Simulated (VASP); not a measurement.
# Hg3P2 (Pmmm) in VASP: notebook

The runs below take Hg3P2 through relaxation of cell and atoms, single point, with PBE.

Program: VASP 6.6.1. These are calculated values, not measurements. Logs are shortened: lines on timing, memory, paths and dates and some standing lists are left out, and cuts for length are marked.

### Step 1. The cell of the first run

The structure is orthorhombic, space group Pmmm (No. 47). Conventional cell: a = 4.292 Å, b = 5.935 Å, c = 6.060 Å, α = 90.00°, β = 90.00°, γ = 90.00°. Within 3.9 Å of Hg (site symmetry mmm) lie 6 P at 2.97 to 3.66 Å and 2 Hg at 3.03 Å. Hg (site symmetry mmm) has 2 Hg at 2.97 Å and 6 P at 3.03 to 3.71 Å within 3.9 Å. Hg (site symmetry mmm) has 4 Hg at 2.97 to 3.03 Å within 3.9 Å. P (site symmetry mmm) has 2 P at 2.15 Å within 2.8 Å. P (site symmetry mmm) has 2 P at 2.15 Å within 2.8 Å.

The cell was built from a structure type or drawn by symmetry, and may not be a known phase.

### Step 2. Relaxation of cell and atoms, PBE

Input file INCAR:

```
ALGO = Normal
EDIFF = 1E-7
EDIFFG = -0.01
ENCUT = 600
GGA = PE
IBRION = 2
ISIF = 3
ISMEAR = 0
LASPH = T
LCHARG = F
LREAL = F
LWAVE = F
NELM = 100
NSW = 100
PREC = Accurate
SIGMA = 0.1
```

Input file KPOINTS:

```
k-points
0
Gamma
  10 6 6
```

Input file POSCAR:

```
Hg3P2
1.0
    4.2920077958      0.0000000000      0.0000000000
    0.0000000000      5.9354186983      0.0000000000
    0.0000000000      0.0000000000      6.0600984440
Hg P
3 2
Direct
    0.0000000000      0.0000000000      0.5000000000
    0.0000000000      0.5000000000      0.0000000000
    0.0000000000      0.0000000000      0.0000000000
    0.5000000000      0.5000000000      0.5000000000
    0.0000000000      0.5000000000      0.5000000000
```

Potentials or basis: VASP PAW PBE potentials, release 64 (Hg, P).

Launch:

```bash
cat potpaw_PBE.64/Hg/POTCAR potpaw_PBE.64/P/POTCAR > POTCAR
mpirun -np 1 vasp_std > vasp.out
```

OUTCAR:

```text
EDIFF = 1E-7
   EDIFFG = -0.01
   ENCUT = 600
   GGA = PE
   IBRION = 2
   ISIF = 3
   ISMEAR = 0
   LASPH = T
   LREAL = F
   NELM = 100
   NSW = 100
   PREC = Accurate

 ion  position               nearest neighbor table
   1  0.000  0.000  0.500-   5 2.97   5 2.97   3 3.03   3 3.03
   2  0.000  0.500  0.000-   3 2.97   3 2.97   5 3.03   5 3.03
   3  0.000  0.000  0.000-   2 2.97   2 2.97   1 3.03   1 3.03
   4  0.500  0.500  0.500-   5 2.15   5 2.15
   5  0.000  0.500  0.500-   4 2.15   4 2.15   1 2.97   1 2.97   2 3.03   2 3.03

  LATTYP: Found a simple orthorhombic cell.
 ALAT       =     4.2920077958
 B/A-ratio  =     1.3829002604
 C/A-ratio  =     1.4119495426

  Lattice vectors:

 A1 = (   4.2920077958,   0.0000000000,   0.0000000000)
 A2 = (   0.0000000000,   5.9354186983,   0.0000000000)
 A3 = (   0.0000000000,   0.0000000000,   6.0600984440)

Analysis of symmetry for initial positions (statically):
=====================================================================
 Subroutine PRICEL returns:
 Original cell was already a primitive cell.

 Routine SETGRP: Setting up the symmetry group for a
 simple orthorhombic supercell.

 Subroutine GETGRP returns: Found  8 space group operations
 (whereof  8 operations were pure point group operations)
 out of a pool of  8 trial point group operations.

The static configuration has the point symmetry D_2h.

Analysis of symmetry for dynamics (positions and initial velocities):
=====================================================================
 Subroutine PRICEL returns:
 Original cell was already a primitive cell.

 Routine SETGRP: Setting up the symmetry group for a
 simple orthorhombic supercell.

 Subroutine GETGRP returns: Found  8 space group operations
 (whereof  8 operations were pure point group operations)
 out of a pool of  8 trial point group operations.

The dynamic configuration has the point symmetry D_2h.

 Subroutine INISYM returns: Found  8 space group operations
 (whereof  8 operations are pure point group operations),
 and found     1 'primitive' translations

----------------------------------------------------------------------------------------

                                     Primitive cell

  volume of cell :     154.3802

  direct lattice vectors                    reciprocal lattice vectors
[... 115 lines left out ...]
  Fermi-wavevector in a.u.,A,eV,Ry     =   1.093445  2.066311 16.267423  1.195622
  Thomas-Fermi vector in A             =   2.229730
   LORBIT       =      0    0 simple, 1 ext, 2 COOP (PROOUT), +10 PAW based schemes
   GGA     = PE    functional components
   LHFCALC =     F    Hartree Fock is set to
   AEXX    =    0.0000 exact exchange contribution
   IVDW    =     0    specifies the selected vdW correction
   LEPSILON=     F    determine dielectric tensor
   LRPA    =     F    only Hartree local field effects (RPA)
 conjugate gradient relaxation of ions
 non-spin polarized calculation
 Gauss-broadening in eV      SIGMA  =   0.10
  energy-cutoff  :      600.00
  volume of cell :      154.38
 maximum number of plane-waves:      5196
 NGX is ok and might be reduce to    36
   NGX = 17   NGY = 23   NGZ = 25

--------------------------------------- Ionic step        1  -------------------------------------------

 number of electron      46.0000004 magnetization

 Free energy of the ion-electron system (eV)
  ---------------------------------------------------
  ext. energy  EPLUGINS =         0.00000000
  ---------------------------------------------------
  free energy    TOTEN  =        -9.16380213 eV

  energy without entropy =       -9.15077466  energy(sigma->0) =       -9.15728839

------------------------ aborting loop because EDIFF is reached ----------------------------------------

  FORCE on cell =-STRESS in cart. coord.  units (eV):
  Direction    XX          YY          ZZ          XY          YZ          ZX
  --------------------------------------------------------------------------------------
  -------------------------------------------------------------------------------------
  Total        1.7301539     -0.3565195     -0.2497907      0.0000000      0.0000000      0.0000000
  in kB       17.9557595     -3.7000052     -2.5923601      0.0000000      0.0000000      0.0000000
  external PRESSURE =       3.8877981 kB  Pullay stress =       0.0000000 kB
[... 98 lines left out ...]
  FREE ENERGIE OF THE ION-ELECTRON SYSTEM (eV)
  ---------------------------------------------------
  free  energy   TOTEN  =        -9.1773765145 eV

  energy  without entropy=       -9.1628599549  energy(sigma->0) =       -9.17011823

[... ionic steps 4 to 22 ...]

--------------------------------------- Ionic step       23  -------------------------------------------

 number of electron      46.0000004 magnetization

------------------------ aborting loop because EDIFF is reached ----------------------------------------
[... 73 lines left out ...]
--------------------------------------- Ionic step       25  -------------------------------------------

 number of electron      46.0000005 magnetization

 Free energy of the ion-electron system (eV)
  ---------------------------------------------------
  ext. energy  EPLUGINS =         0.00000000
  ---------------------------------------------------
  free energy    TOTEN  =        -9.20332897 eV

  energy without entropy =       -9.19291657  energy(sigma->0) =       -9.19812277

 E-fermi :   1.2536     XC(G=0):  -8.5110

 val. band max:        1.2401350173   @ k =   0.3000   0.0000   0.0000
 cond. band min:       1.2621035085   @ k =   0.3000   0.1667   0.1667
 fundamental gap:      0.0219684912
 Fermi energy:         1.2536348341

 k-point     1 :       0.0000    0.0000    0.0000
  band No.  band energies     occupation
      1     -11.7286      2.00000
      2      -6.8318      2.00000
      3      -5.8861      2.00000
      4      -5.8503      2.00000
      5      -5.7242      2.00000
      6      -5.5192      2.00000
[... 709 lines left out ...]
     26       3.3116      0.00000
     27       3.8392      0.00000

 [... further k-points ...]

------------------------ aborting loop because EDIFF is reached ----------------------------------------

  FORCE on cell =-STRESS in cart. coord.  units (eV):
  Direction    XX          YY          ZZ          XY          YZ          ZX
  --------------------------------------------------------------------------------------
  -------------------------------------------------------------------------------------
  Total        0.0259671     -0.0159832     -0.0010064      0.0000000      0.0000000      0.0000000
  in kB        0.2659857     -0.1637185     -0.0103085      0.0000000      0.0000000      0.0000000
  external PRESSURE =       0.0306529 kB  Pullay stress =       0.0000000 kB
[... 20 lines left out ...]
  FREE ENERGIE OF THE ION-ELECTRON SYSTEM (eV)
  ---------------------------------------------------
  free  energy   TOTEN  =        -9.2033289688 eV

  energy  without entropy=       -9.1929165721  energy(sigma->0) =       -9.19812277

 reached required accuracy - stopping structural energy minimisation
```

OSZICAR:

```text
N       E                     dE             d eps       ncg     rms          rms(c)
DAV:   1     0.348927068954E+03    0.34893E+03   -0.23148E+04  5184   0.170E+03
DAV:   2     0.119718172643E+02   -0.33696E+03   -0.32392E+03  5533   0.376E+02
DAV:   3    -0.972550625557E+01   -0.21697E+02   -0.20993E+02  6153   0.871E+01
DAV:   4    -0.101761729457E+02   -0.45067E+00   -0.44644E+00  5838   0.110E+01
[... 258 lines left out ...]
DAV:   3    -0.920333524237E+01    0.56740E-04   -0.18612E-04  5474   0.969E-02    0.550E-02
DAV:   4    -0.920332897505E+01    0.62673E-05   -0.22407E-05  5712   0.291E-02    0.540E-03
DAV:   5    -0.920332842065E+01    0.55440E-06   -0.63331E-06  5557   0.224E-02    0.384E-03
DAV:   6    -0.920332889864E+01   -0.47799E-06   -0.81020E-07  5623   0.493E-03    0.144E-03
DAV:   7    -0.920332896878E+01   -0.70145E-07   -0.47474E-08  2715   0.169E-03
  25 F= -.92033290E+01 E0= -.91981228E+01  d E =-.277523E-04
```

CONTCAR:

```text
Hg3P2
   1.00000000000000
     4.3633111981203960   -0.0000000000000000    0.0000000000000000
     0.0000000000000000    5.6270429054823321    0.0000000000000000
     0.0000000000000000    0.0000000000000000    6.3705956138212354
  Hg              P
     3     2
Direct
     0.0000000000000000    0.0000000000000000    0.5000000000000000
     0.0000000000000000    0.5000000000000000    0.0000000000000000
     0.0000000000000000    1.0000000000000000    0.0000000000000000
     0.5000000000000000    0.5000000000000000    0.5000000000000000
     0.0000000000000000    0.5000000000000000    0.5000000000000000

  0.00000000E+00  0.00000000E+00  0.00000000E+00
  0.00000000E+00  0.00000000E+00  0.00000000E+00
  0.00000000E+00  0.00000000E+00  0.00000000E+00
  0.00000000E+00  0.00000000E+00  0.00000000E+00
  0.00000000E+00  0.00000000E+00  0.00000000E+00
```

Wall time 1.6 h (1 thread of Intel Xeon 6975P-C (Granite Rapids), shared host); peak memory 0.61 GiB.

Results:

```
Free energy                           : -9.2033 eV
Relaxed volume                        : 31.28 Å³/atom
Relaxed cell                          : a = 4.363 Å, b = 5.627 Å, c = 6.371 Å, α = 90.00°, β = 90.00°, γ = 90.00°
Space group after relaxing (to 0.1 Å) : Pmmm (No. 47)
Energy gained by relaxing             : 7.9 meV/atom
Ionic steps                           : 25
Pressure after relaxing               : 0.0 GPa
Band gap on the k mesh                : zero (bands 23 and 24 overlap by 1.55 eV)
```

The path:
```tsv
step	energy change (eV)	largest force (eV/Å)	pressure (GPa)	volume (Å³)
1	0.0000	0.0000	0.39	154.38
2	-0.0135	0.0000	-0.42	156.04
3	-0.0136	0.0000	-0.35	155.89
4	-0.0172	0.0000	-0.27	154.60
5	-0.0212	0.0000	-0.09	152.33
6	-0.0161	0.0000	0.44	147.84
7	-0.0219	0.0000	0.00	151.36
8	-0.0219	0.0000	0.02	151.10
9	-0.0226	0.0000	0.03	151.05
10	-0.0249	0.0000	0.07	150.88
11	-0.0291	0.0000	0.23	150.52
12	-0.0288	0.0000	0.34	150.36
13	-0.0291	0.0000	0.27	150.46
14	-0.0294	0.0000	0.27	150.53
15	-0.0300	0.0000	0.29	150.71
16	-0.0307	0.0000	0.33	151.07
17	-0.0319	0.0000	0.29	151.42
18	-0.0349	0.0000	0.22	152.48
19	-0.0385	0.0000	0.07	154.58
20	-0.0368	0.0000	-0.15	158.80
21	-0.0393	0.0000	-0.01	156.06
22	-0.0393	0.0000	-0.02	156.16
23	-0.0394	0.0000	-0.03	156.33
24	-0.0395	0.0000	-0.04	156.61
25	-0.0395	0.0000	0.00	156.41
```

Final structure:
```
Hg P
1.0
     4.36331    0.00000    0.00000
     0.00000    5.62704    0.00000
     0.00000    0.00000    6.37060
Hg P
3 2
Direct
  0.00000 0.00000 0.50000
  0.00000 0.50000 0.00000
  0.00000 0.00000 0.00000
  0.50000 0.50000 0.50000
  0.00000 0.50000 0.50000
```

Caveat: spin-orbit coupling is left out, which moves the levels of the heavy elements.

### Step 3. Single point, PBE

Input file INCAR:

```
SYSTEM = Hg3P2
  PREC = Accurate
  ENCUT = 520
  EDIFF = 1E-6
  ISMEAR = 0
  SIGMA = 0.1
  LREAL = .FALSE.
  LASPH = .TRUE.
  NELM = 100
  ALGO = Normal
  ISIF = 2
  LWAVE = .FALSE.
  LCHARG = .TRUE.
  GGA = PE
  LELF = .TRUE.
  LVHAR = .TRUE.
  NBANDS = 31
```

Input file KPOINTS:

```
Automatic mesh
0
G
  8 8 6
  0 0 0
```

POSCAR is that of step 2.

Potentials or basis: VASP PAW PBE potentials, release 64 (Hg, P).

Launch:

```bash
cat potpaw_PBE.64/Hg/POTCAR potpaw_PBE.64/P/POTCAR > POTCAR
mpirun -np 1 vasp_std > vasp.out
```

OUTCAR:

```text
SYSTEM = Hg3P2
   PREC = Accurate
   ENCUT = 520
   EDIFF = 1E-6
   ISMEAR = 0
   LREAL = .FALSE.
   LASPH = .TRUE.
   NELM = 100
   ISIF = 2
   GGA = PE

 ion  position               nearest neighbor table
   1  0.000  0.000  0.500-   5 2.97   5 2.97   3 3.03   3 3.03
   2  0.000  0.500  0.000-   3 2.97   3 2.97   5 3.03   5 3.03
   3  0.000  0.000  0.000-   2 2.97   2 2.97   1 3.03   1 3.03
   4  0.500  0.500  0.500-   5 2.15   5 2.15
   5  0.000  0.500  0.500-   4 2.15   4 2.15   1 2.97   1 2.97   2 3.03   2 3.03

  LATTYP: Found a simple orthorhombic cell.
 ALAT       =     4.2920077958
 B/A-ratio  =     1.3829002604
 C/A-ratio  =     1.4119495426

  Lattice vectors:

 A1 = (   4.2920077958,   0.0000000000,   0.0000000000)
 A2 = (   0.0000000000,   5.9354186983,   0.0000000000)
 A3 = (   0.0000000000,   0.0000000000,   6.0600984440)

Analysis of symmetry for initial positions (statically):
=====================================================================
 Subroutine PRICEL returns:
 Original cell was already a primitive cell.

 Routine SETGRP: Setting up the symmetry group for a
 simple orthorhombic supercell.

 Subroutine GETGRP returns: Found  8 space group operations
 (whereof  8 operations were pure point group operations)
 out of a pool of  8 trial point group operations.

The static configuration has the point symmetry D_2h.

Analysis of symmetry for dynamics (positions and initial velocities):
=====================================================================
 Subroutine PRICEL returns:
 Original cell was already a primitive cell.

 Routine SETGRP: Setting up the symmetry group for a
 simple orthorhombic supercell.

 Subroutine GETGRP returns: Found  8 space group operations
 (whereof  8 operations were pure point group operations)
 out of a pool of  8 trial point group operations.

[... 125 lines left out ...]
     AMIX     =   0.40;   BMIX     =  1.00
     AMIX_MAG =   1.60;   BMIX_MAG =  1.00
  volume/ion in A,a.u.               =      30.88       208.36
  Fermi-wavevector in a.u.,A,eV,Ry     =   1.093445  2.066311 16.267423  1.195622
  Thomas-Fermi vector in A             =   2.229730
   LORBIT       =      0    0 simple, 1 ext, 2 COOP (PROOUT), +10 PAW based schemes
   GGA     = PE    functional components
   LHFCALC =     F    Hartree Fock is set to
   AEXX    =    0.0000 exact exchange contribution
   IVDW    =     0    specifies the selected vdW correction
   LEPSILON=     F    determine dielectric tensor
   LRPA    =     F    only Hartree local field effects (RPA)
 non-spin polarized calculation
 Gauss-broadening in eV      SIGMA  =   0.10
  energy-cutoff  :      520.00
  volume of cell :      154.38
 maximum number of plane-waves:      4190
 NGX is ok and might be reduce to    32
   NGX = 15   NGY = 23   NGZ = 23

 number of electron      46.0000002 magnetization

 Free energy of the ion-electron system (eV)
  ---------------------------------------------------
  ext. energy  EPLUGINS =         0.00000000
  ---------------------------------------------------
  free energy    TOTEN  =        -9.17949374 eV

  energy without entropy =       -9.17391546  energy(sigma->0) =       -9.17670460

 E-fermi :   1.3669     XC(G=0):  -8.5847

 val. band max:        1.3650830952   @ k =   0.3750   0.2500   0.3333
 cond. band min:       1.3830110492   @ k =   0.0000   0.3750   0.0000
 fundamental gap:      0.0179279540
 Fermi energy:         1.3668742541

 k-point     1 :       0.0000    0.0000    0.0000
  band No.  band energies     occupation
      1     -11.9530      2.00000
      2      -6.1527      2.00000
      3      -5.9804      2.00000
      4      -5.6153      2.00000
      5      -5.3122      2.00000
      6      -5.2657      2.00000
[... 805 lines left out ...]
     30       6.7101      0.00000
     31       7.0477      0.00000

 [... further k-points ...]

------------------------ aborting loop because EDIFF is reached ----------------------------------------

  FORCE on cell =-STRESS in cart. coord.  units (eV):
  Direction    XX          YY          ZZ          XY          YZ          ZX
  --------------------------------------------------------------------------------------
  -------------------------------------------------------------------------------------
  Total       -0.1271614      0.1621668      0.1082287     -0.0000000      0.0000000      0.0000000
  in kB       -1.3196973      1.6829881      1.1232109     -0.0000000      0.0000000      0.0000000
  external PRESSURE =       0.4955006 kB  Pullay stress =       0.0000000 kB

 VOLUME and BASIS-vectors are now :
 -----------------------------------------------------------------------------
  energy-cutoff  :      520.00
  volume of cell :      154.38
      direct lattice vectors                 reciprocal lattice vectors
     4.292007796  0.000000000  0.000000000     0.232991189  0.000000000  0.000000000
     0.000000000  5.935418698  0.000000000     0.000000000  0.168480111  0.000000000
     0.000000000  0.000000000  6.060098444     0.000000000  0.000000000  0.165013821

 POSITION                                       TOTAL-FORCE (eV/Angst)
 -----------------------------------------------------------------------------------
      0.00000      0.00000      3.03005         0.000000      0.000000      0.000000
      0.00000      2.96771      0.00000         0.000000      0.000000      0.000000
      0.00000      0.00000      0.00000         0.000000      0.000000      0.000000
      2.14600      2.96771      3.03005         0.000000      0.000000      0.000000
      0.00000      2.96771      3.03005         0.000000      0.000000      0.000000
 -----------------------------------------------------------------------------------
    total drift:                                0.000000      0.000000      0.000000

  FREE ENERGIE OF THE ION-ELECTRON SYSTEM (eV)
  ---------------------------------------------------
  free  energy   TOTEN  =        -9.1794937362 eV

  energy  without entropy=       -9.1739154635  energy(sigma->0) =       -9.17670460
```

OSZICAR:

```text
N       E                     dE             d eps       ncg     rms          rms(c)
DAV:   1     0.314140385885E+03    0.31414E+03   -0.21164E+04  6200   0.132E+03
DAV:   2     0.536582764690E+01   -0.30877E+03   -0.29073E+03  6873   0.320E+02
DAV:   3    -0.994362881572E+01   -0.15309E+02   -0.15003E+02  7381   0.699E+01
DAV:   4    -0.101199930633E+02   -0.17636E+00   -0.17510E+00  6819   0.695E+00
DAV:   5    -0.101230802957E+02   -0.30872E-02   -0.30867E-02  7487   0.900E-01    0.839E+00
DAV:   6    -0.917932765313E+01    0.94375E+00   -0.27628E+00  7095   0.111E+01    0.560E+00
DAV:   7    -0.918968112404E+01   -0.10353E-01   -0.39372E-01  6459   0.315E+00    0.302E+00
DAV:   8    -0.918162179535E+01    0.80593E-02   -0.57947E-02  7063   0.134E+00    0.311E-01
DAV:   9    -0.917943470479E+01    0.21871E-02   -0.87933E-03  7113   0.659E-01    0.176E-01
DAV:  10    -0.917944153738E+01   -0.68326E-05   -0.10919E-03  7211   0.142E-01    0.120E-01
DAV:  11    -0.917949421127E+01   -0.52674E-04   -0.19078E-04  7349   0.847E-02    0.222E-02
DAV:  12    -0.917949435947E+01   -0.14820E-06   -0.33884E-05  6816   0.408E-02    0.146E-02
DAV:  13    -0.917949373615E+01    0.62332E-06   -0.30393E-06  6387   0.758E-03
   1 F= -.91794937E+01 E0= -.91767046E+01  d E =-.557827E-02
```

stdout:

```text
POSCAR found type information on POSCAR HgP
 POSCAR found :  2 types and       5 ions
 scaLAPACK will be used
 LDA part: xc-table for (Slater+PW92), standard interpolation
 POSCAR, INCAR and KPOINTS ok, starting setup
 FFT: planning ... GRIDC
 FFT: planning ... GRID_SOFT
 FFT: planning ... GRID
 WAVECAR not read
 entering main loop
```

It took 4.8 min on 1 thread of Intel Xeon Platinum 8259CL at 2.50GHz (Skylake/Cascade Lake), shared host; peak memory 0.51 GiB.

What came out:

```
Free energy            : -9.1795 eV
Pressure               : 0.0 GPa
Band gap on the k mesh : zero (bands 23 and 24 overlap by 1.16 eV)
```

Stress tensor (GPa, compression positive):
```
-0.13  0.00  0.00
 0.00  0.17  0.00
 0.00  0.00  0.11
```

Caveat: spin-orbit coupling is left out, which moves the levels of the heavy elements.
